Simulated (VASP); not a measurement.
The system is BeSn.

```
Be Sn
1.0
     0.00000    3.29577    3.29577
     3.29577    0.00000    3.29577
     3.29577    3.29577    0.00000
Be Sn
2 2
Direct
  0.50000 0.50000 0.50000
  0.75000 0.75000 0.75000
  0.00000 0.00000 0.00000
  0.25000 0.25000 0.25000
```

* Program: VASP 6.6.1
* Task: relaxation of cell and atoms
* Functional: PBE
* Potentials or basis: VASP PAW PBE potentials, release 64 (Be, Sn_d)
* Cutoff: 600 eV
* k mesh: 4 × 4 × 4
* Occupations: gaussian, width 0.1 eV
* Spin: no spin polarisation

At the start: pressure 5.0 GPa; volume 17.90 Å³/atom.

Problem. Where does the relaxation end?

Solution. Over 3 steps the energy falls by 18.0 meV/atom and the volume is 19.12 Å³/atom (+6.8 %); space group Fd-3m (No. 227, to 0.05 Å).

Step by step:
```csv
step,energy change (eV),largest force (eV/Å),pressure (GPa),volume (Å³)
1,0.0000,0.0000,4.98,71.60
2,-0.0692,0.0000,-0.84,77.52
3,-0.0719,0.0000,0.01,76.49
```

Final structure:
```cif
data_structure
_symmetry_space_group_name_H-M 'P 1'
_symmetry_Int_Tables_number 1
_cell_length_a 4.7647
_cell_length_b 4.7647
_cell_length_c 4.7647
_cell_angle_alpha 60.000
_cell_angle_beta 60.000
_cell_angle_gamma 60.000
_cell_volume 76.49
loop_
_atom_site_label
_atom_site_type_symbol
_atom_site_fract_x
_atom_site_fract_y
_atom_site_fract_z
_atom_site_occupancy
Be1 Be 0.50000 0.50000 0.50000 1
Be2 Be 0.75000 0.75000 0.75000 1
Sn1 Sn 0.00000 0.00000 0.00000 1
Sn2 Sn 0.25000 0.25000 0.25000 1
```

Caveat: the k points lie up to 0.40 Å⁻¹ apart in the final cell.
